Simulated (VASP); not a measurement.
TiO2 (rutile type): single point with PBE

TiO2 (rutile type):

```xyz
6
Lattice="4.4138 0.0000 0.0000 0.0000 4.4138 0.0000 0.0000 0.0000 2.8864" Properties=species:S:1:pos:R:3 pbc="T T T"
Ti    0.0000    0.0000    0.0000
Ti    2.2069    2.2069    1.4432
O     1.3322    1.3322    0.0000
O     3.0816    3.0816    0.0000
O     3.5391    0.8747    1.4432
O     0.8747    3.5391    1.4432
```

| Quantity | Value |
| --- | --- |
| Program | VASP 6.6.1 |
| Task | single point |
| Functional | PBE |
| Potentials or basis | VASP PAW PBE potentials, release 64 (Ti_sv, O) |
| Cutoff | 520 eV |
| k mesh | 8 × 8 × 11 |
| Occupations | fermi-dirac, width 0.08 eV |
| Spin | no spin polarisation |
| Dipole correction | no |
| Further INCAR settings | ALGO = Normal; EDIFF = 1e-06; NBANDS = 33 |

```json
{
 "Pressure": "36.5 GPa",
 "Largest force": "0.018 eV/Å",
 "Band gap on the k mesh": "1.99 eV, direct"
}
```

Forces on the atoms (eV/Å):
```
Ti   0.000  0.000  0.000
Ti   0.000  0.000  0.000
O   -0.013 -0.013  0.000
O    0.013  0.013  0.000
O   -0.013  0.013  0.000
O    0.013 -0.013  0.000
```

Stress tensor (GPa, compression positive):
```
36.48  0.00  0.00
 0.00 36.48  0.00
 0.00  0.00 36.68
```

Levels at points of the mesh, in eV from the valence-band top:
| k point | band 20 | band 21 | band 22 | band 23 | band 24 | band 25 | band 26 | band 27 | band 28 | band 29 |
| --- | --- | --- | --- | --- | --- | --- | --- | --- | --- | --- |
| (0.00, 0.00, 0.00) | -2.25 | -0.79 | -0.51 | -0.51 | 0.00 | 1.99 | 2.32 | 2.55 | 2.71 | 2.71 |
| (0.50, 0.00, 0.00) | -3.38 | -1.93 | -1.93 | -0.87 | -0.87 | 2.79 | 2.79 | 3.43 | 3.43 | 3.94 |
| (0.50, 0.50, 0.00) | -2.54 | -1.47 | -1.47 | -1.15 | -1.15 | 2.04 | 2.04 | 2.74 | 2.74 | 4.27 |

Run time: 3.3 min on 1 thread of AMD EPYC 7R43 64-Core Processor (Zen 3), with other jobs on the host, peak memory 0.22 GiB.

A k mesh can miss the band edges.
